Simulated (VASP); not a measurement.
Set up this calculation in VASP 6.6.1, as the native input.

| Property | Result |
| --- | --- |
| Task | single point |
| Functional | PBEsol |
| Potentials or basis | VASP PAW PBE potentials, release 64 (Cu, O) |
| Cutoff | 520 eV |
| k mesh | 14 × 14 × 8 |
| Occupations | gaussian, width 0.1 eV |
| Spin | no spin polarisation |
| Dipole correction | no |
| Further INCAR settings | ALGO = Fast; EDIFF = 1e-07; NBANDS = 25 |

The structure of CuO lies in POSCAR:

```
CuO
1.0
    2.0461380401     -2.0469547570      0.0000000000
    2.0461380401      2.0469547570      0.0000000000
    0.0000000000      0.0000000000      5.0921157438
Cu O
2 2
Direct
    0.0000000000      0.5000000000      0.0000000000
    0.5000000000      0.0000000000      0.5000000000
    0.5000000000      0.5000000000      0.2500000000
    0.5000000000      0.5000000000      0.7500000000
```

The input as run:

INCAR

```
  PREC = Accurate
  ENCUT = 520
  EDIFF = 1E-7
  ISMEAR = 0
  SIGMA = 0.1
  LREAL = F
  LASPH = T
  NELM = 100
  ALGO = Fast
  ISIF = 2
  LWAVE = F
  LCHARG = F
  GGA = PS
  NBANDS = 25
```

KPOINTS

```
regular mesh
0
Gamma
  14 14 8
```

Potentials or basis: VASP PAW PBE potentials, release 64 (Cu, O).

Run with:

```bash
$ cat potpaw_PBE.64/Cu/POTCAR potpaw_PBE.64/O/POTCAR > POTCAR
$ mpirun -np 1 vasp_std > vasp.out
```

Results of the run:

| Quantity | Value |
| --- | --- |
| Pressure | 0.8 GPa |
| Band gap on the k mesh | zero (bands 17 and 18 overlap by 1.21 eV) |

Caveat: the PAW data sets were made with another functional, which shifts forces and pressure a little; semilocal functionals often make such compounds metallic where correlation or magnetic order opens a gap, which also shifts bond lengths.

It took 3.3 min on 1 thread of Oxide Virtual Turin-like Processor (shared host), peak memory 0.32 GiB.
